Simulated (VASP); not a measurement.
# Sn (Im-3m) in VASP: further runs

Sn is run at these levels: PBE; tasks: single point.

Program: VASP 6.6.1. These are calculated values, not measurements. Logs are shortened: lines on timing, memory, paths and dates and some standing lists are left out, and cuts for length are marked.

### 1 The cell of the first run

The structure is cubic, space group Im-3m (No. 229). Conventional cell: a = 3.782 Å, b = 3.782 Å, c = 3.782 Å, α = 90.00°, β = 90.00°, γ = 90.00°. Within 4.3 Å of Sn (site symmetry m-3m) lie 14 Sn at 3.28 to 3.78 Å.

### 2 Single point, PBE

INCAR

```
SYSTEM = Sn
  ALGO = Normal
  EDIFF = 1E-6
  ENCUT = 500
  GGA = PE
  GGA_COMPAT = .FALSE.
  ISIF = 2
  ISMEAR = 0
  LASPH = .TRUE.
  LCHARG = .FALSE.
  LREAL = .FALSE.
  LWAVE = .FALSE.
  NBANDS = 13
  NELM = 120
  PREC = Accurate
  SIGMA = 0.05
```

KPOINTS

```
k-points
0
G
  12 12 12
  0 0 0
```

POSCAR

```
Sn
1.0
   -1.8911406569      1.8911406569      1.8911406569
    1.8911406569     -1.8911406569      1.8911406569
    1.8911406569      1.8911406569     -1.8911406569
Sn
1
Direct
    0.0000000000      0.0000000000      0.0000000000
```

Potentials or basis: VASP PAW PBE potentials, release 64 (Sn_d).

Run with:

```bash
$ cat potpaw_PBE.64/Sn_d/POTCAR > POTCAR
$ mpirun -np 1 vasp_std > vasp.out
```

OUTCAR:

```text
SYSTEM = Sn
   EDIFF = 1E-6
   ENCUT = 500
   GGA = PE
   ISIF = 2
   ISMEAR = 0
   LASPH = .TRUE.
   LREAL = .FALSE.
   NELM = 120
   PREC = Accurate

 ion  position               nearest neighbor table
   1  0.000  0.000  0.000-

  LATTYP: Found a body centered cubic cell.
 ALAT       =     3.7822813138

  Lattice vectors:

 A1 = (  -1.8911406569,   1.8911406569,   1.8911406569)
 A2 = (   1.8911406569,  -1.8911406569,   1.8911406569)
 A3 = (   1.8911406569,   1.8911406569,  -1.8911406569)

Analysis of symmetry for initial positions (statically):
=====================================================================
 Subroutine PRICEL returns:
 Original cell was already a primitive cell.

 Routine SETGRP: Setting up the symmetry group for a
 body centered cubic supercell.

 Subroutine GETGRP returns: Found 48 space group operations
 (whereof 48 operations were pure point group operations)
 out of a pool of 48 trial point group operations.

The static configuration has the point symmetry O_h .

Analysis of symmetry for dynamics (positions and initial velocities):
=====================================================================
 Subroutine PRICEL returns:
 Original cell was already a primitive cell.

 Routine SETGRP: Setting up the symmetry group for a
 body centered cubic supercell.

 Subroutine GETGRP returns: Found 48 space group operations
 (whereof 48 operations were pure point group operations)
 out of a pool of 48 trial point group operations.

The dynamic configuration has the point symmetry O_h .

 Subroutine INISYM returns: Found 48 space group operations
 (whereof 48 operations are pure point group operations),
 and found     1 'primitive' translations

----------------------------------------------------------------------------------------

                                     Primitive cell

  volume of cell :      27.0540

  direct lattice vectors                    reciprocal lattice vectors
    -1.891140657  1.891140657  1.891140657     0.000000000  0.264390699  0.264390699
     1.891140657 -1.891140657  1.891140657     0.264390699  0.000000000  0.264390699
     1.891140657  1.891140657 -1.891140657     0.264390699  0.264390699  0.000000000

  length of vectors
     3.275551702  3.275551702  3.275551702     0.373904912  0.373904912  0.373904912

  position of ions in fractional coordinates (direct lattice)
     0.000000000  0.000000000  0.000000000

  ion indices of the primitive-cell ions
   primitive index   ion index
[... 75 lines left out ...]
   EDIFFG = 0.1E-04   stopping-criterion for IOM
   NSW    =      0    number of steps for IOM
   IBRION =     -1    ionic relax: 0-MD 1-quasi-New 2-CG
   NFREE  =      0    steps in history (QN), initial steepest desc. (CG)
   ISIF   =      2    stress and relaxation
   ISYM   =      2    0-nonsym 1-usesym 2-fastsym
   POTIM  = 0.5000    time-step for ionic-motion
   TEBEG  =    0.0;   TEEND  =   0.0 temperature during run
   PSTRESS=    0.0 pullay stress
   NELECT =      14.0000    total number of electrons
   NUPDOWN=      -1.0000    fix difference up-down
   EMIN   =  10.00;   EMAX   =-10.00  energy-range for DOS
   EFERMI =   0.00;   METHOD = LEGACY
   ISMEAR =     0;   SIGMA  =   0.05  broadening in eV -4-tet -1-fermi 0-gaus
   EFERMI_NEDOS =   21; number of points for ismear=-14 and -15
   IALGO  =     38    algorithm
   IMIX   =      4    mixing-type and parameters
     AMIX     =   0.40;   BMIX     =  1.00
     AMIX_MAG =   1.60;   BMIX_MAG =  1.00
  volume/ion in A,a.u.               =      27.05       182.57
  Fermi-wavevector in a.u.,A,eV,Ry     =   1.314338  2.483738 23.503846  1.727484
  Thomas-Fermi vector in A             =   2.444598
   LORBIT       =      0    0 simple, 1 ext, 2 COOP (PROOUT), +10 PAW based schemes
   GGA     = PE    functional components
   LHFCALC =     F    Hartree Fock is set to
   AEXX    =    0.0000 exact exchange contribution
   IVDW    =     0    specifies the selected vdW correction
   LEPSILON=     F    determine dielectric tensor
   LRPA    =     F    only Hartree local field effects (RPA)
 non-spin polarized calculation
 Gauss-broadening in eV      SIGMA  =   0.05
  energy-cutoff  :      500.00
  volume of cell :       27.05
 maximum number of plane-waves:       712
   NGX = 11   NGY = 11   NGZ = 11

 number of electron      13.9999993 magnetization

 Free energy of the ion-electron system (eV)
  ---------------------------------------------------
  ext. energy  EPLUGINS =         0.00000000
  ---------------------------------------------------
  free energy    TOTEN  =        -3.77527319 eV

  energy without entropy =       -3.77476717  energy(sigma->0) =       -3.77502018

 E-fermi :   8.1733     XC(G=0): -10.3913

 val. band max:        8.1721428627   @ k =   0.1667   0.1667   0.0833
 cond. band min:       8.2806673019   @ k =  -0.3333   0.3333   0.2500
 fundamental gap:      0.1085244392
 Fermi energy:         8.1732699093

 k-point     1 :       0.0000    0.0000    0.0000
  band No.  band energies     occupation
      1     -13.4289      2.00000
      2     -13.4289      2.00000
      3     -13.4289      2.00000
      4     -13.2888      2.00000
      5     -13.2888      2.00000
      6      -2.9752      2.00000
      7      16.1570      0.00000
      8      16.1570      0.00000
      9      16.1570      0.00000
     10      20.2717      0.00000
     11      20.2717      0.00000
     12      20.2717      0.00000
     13      20.9111      0.00000
[... 354 lines left out ...]
  band No.  band energies     occupation
      1     -13.4620      2.00000
      2     -13.3993      2.00000
      3     -13.2960      2.00000
      4     -13.2945      2.00000
      5     -13.2279      2.00000
      6       1.9572      2.00000
      7       4.0425      2.00000
      8       9.9996      0.00000
      9      11.4879      0.00000
     10      18.5026      0.00000
     11      18.9848      0.00000
     12      23.5651      0.00000
     13      24.4297      0.00000

 [... further k-points ...]
[... 5 lines left out ...]
  --------------------------------------------------------------------------------------
  -------------------------------------------------------------------------------------
  Total        0.1216965      0.1216965      0.1216965     -0.0000000      0.0000000     -0.0000000
  in kB        7.2070467      7.2070467      7.2070467     -0.0000000      0.0000000     -0.0000000
  external PRESSURE =       7.2070467 kB  Pullay stress =       0.0000000 kB

 VOLUME and BASIS-vectors are now :
 -----------------------------------------------------------------------------
  energy-cutoff  :      500.00
  volume of cell :       27.05
      direct lattice vectors                 reciprocal lattice vectors
    -1.891140657  1.891140657  1.891140657     0.000000000  0.264390699  0.264390699
     1.891140657 -1.891140657  1.891140657     0.264390699  0.000000000  0.264390699
     1.891140657  1.891140657 -1.891140657     0.264390699  0.264390699  0.000000000

 POSITION                                       TOTAL-FORCE (eV/Angst)
 -----------------------------------------------------------------------------------
      0.00000      0.00000      0.00000         0.000000      0.000000     -0.000000
 -----------------------------------------------------------------------------------
    total drift:                               -0.000000      0.000000     -0.000000

  FREE ENERGIE OF THE ION-ELECTRON SYSTEM (eV)
  ---------------------------------------------------
  free  energy   TOTEN  =        -3.7752731948 eV

  energy  without entropy=       -3.7747671665  energy(sigma->0) =       -3.77502018
```

OSZICAR:

```text
N       E                     dE             d eps       ncg     rms          rms(c)
DAV:   1     0.771879963962E+02    0.77188E+02   -0.70995E+03  1938   0.156E+03
DAV:   2     0.160563989018E+01   -0.75582E+02   -0.73020E+02  1947   0.330E+02
DAV:   3    -0.367650221795E+01   -0.52821E+01   -0.52651E+01  2302   0.714E+01
DAV:   4    -0.378490300848E+01   -0.10840E+00   -0.10838E+00  2190   0.110E+01
DAV:   5    -0.378887772898E+01   -0.39747E-02   -0.39746E-02  2492   0.200E+00    0.134E+00
DAV:   6    -0.377868302592E+01    0.10195E-01   -0.10664E-02  2370   0.181E+00    0.744E-01
DAV:   7    -0.377540341410E+01    0.32796E-02   -0.70121E-03  2347   0.138E+00    0.102E-01
DAV:   8    -0.377527091059E+01    0.13250E-03   -0.67029E-04  2307   0.430E-01    0.224E-02
DAV:   9    -0.377527210006E+01   -0.11895E-05   -0.11364E-05  2538   0.422E-02    0.128E-02
DAV:  10    -0.377527313046E+01   -0.10304E-05   -0.15801E-06  2179   0.117E-02    0.980E-04
DAV:  11    -0.377527319484E+01   -0.64381E-07   -0.28211E-08  1281   0.224E-03
   1 F= -.37752732E+01 E0= -.37750202E+01  d E =-.506028E-03
```

It took 16 s on 1 thread of Intel Xeon 8259CL, shared host; peak memory 0.15 GiB.

Results:

```yaml
Free_energy: -3.7753 eV
Pressure: 0.7 GPa
Band_gap_on_the_k_mesh: zero (band 7 reaches 16.16 eV, above the bottom of band 8 at 5.67 eV)
```

Caveat: spin-orbit coupling is left out, which moves the levels of the heavy elements.

### 3 Single point, PBE

This run uses another cell than the first one, of 27.19 Å³/atom, 1.005 times its volume.

INCAR

```
PREC = Accurate
ENCUT = 500
EDIFF = 1E-6
ISMEAR = 0
SIGMA = 0.05
LREAL = F
LASPH = T
NELM = 120
ALGO = Normal
ISIF = 2
LWAVE = F
LCHARG = T
GGA = PE
LELF = T
LVHAR = T
NBANDS = 13
GGA_COMPAT = F
```

KPOINTS

```
regular mesh
0
Gamma
  12 12 12
```

POSCAR

```
Sn
1.0
   -1.8943875291      1.8943875291      1.8943875291
    1.8943875291     -1.8943875291      1.8943875291
    1.8943875291      1.8943875291     -1.8943875291
Sn
1
Direct
    0.0000000000      0.0000000000      0.0000000000
```

Potentials or basis: VASP PAW PBE potentials, release 64 (Sn_d).

Run with:

```bash
$ cat potpaw_PBE.64/Sn_d/POTCAR > POTCAR
$ mpirun -np 1 vasp_std > vasp.out
```

Wall time 17 s (1 thread of Intel Xeon 8259CL, shared host); peak memory 0.15 GiB.

The run converged. Its results:

```yaml
Free_energy: -3.7758 eV
Pressure: 0.5 GPa
Band_gap_on_the_k_mesh: zero (band 7 reaches 16.05 eV, above the bottom of band 8 at 5.62 eV)
```

Levels at points of the mesh, in eV from the Fermi level:
```csv
k point,band 3,band 4,band 5,band 6,band 7,band 8,band 9,band 10,band 11,band 12
"(0.00, 0.00, 0.00)",-21.59,-21.46,-21.46,-11.11,7.94,7.94,7.94,12.09,12.09,12.09
"(0.50, 0.00, 0.00)",-21.46,-21.46,-21.37,-6.43,-4.44,3.58,5.42,7.93,8.23,14.94
"(0.50, 0.50, 0.50)",-21.39,-21.39,-21.39,-2.50,-0.50,-0.50,-0.50,3.81,3.81,18.18
```

Caveat: spin-orbit coupling is left out, which moves the levels of the heavy elements.
